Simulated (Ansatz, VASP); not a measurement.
# Al: VASP beside Ansatz

```
Al
1.0
     2.81442    0.00000    0.00000
    -1.40721    2.43736    0.00000
     0.00000    0.00000    9.24105
Al
4
Direct
  0.00000 0.00000 0.00000
  0.41949 0.83898 0.20455
  0.00000 0.00000 0.50000
  0.66667 0.33333 0.75000
```

Alike in both runs: task single point; functional PBE; dispersion D3(BJ); k mesh 18 × 18 × 4; occupations gaussian, width 0.15 eV; no spin polarisation.

```csv
,VASP,Ansatz
version,VASP 6.6.1,Ansatz 0.2.0
potentials or method,"VASP PAW PBE potentials, release 64 (Al), cutoff 520 eV","scalar-relativistic, plane waves, PAW"
valence electrons in the cell,12,12
```

|  | VASP | Ansatz | Ansatz less VASP |
| --- | --- | --- | --- |
| gap on the k mesh at the Fermi level (eV) | none | none | - |
| pressure (GPa) | 5.1 | 5.1 | -0.01 |
| traceless stress, the component that is largest in VASP (GPa) | 4.40 | 4.39 | -0.008 |
| rms of the force components (eV/Å) | 1.262 | 1.262 | -0.0008 |

Atom by atom the forces differ by 0.001 eV/Å (rms over components). A gap of «none» marks a metal or a gap that the smearing closes.
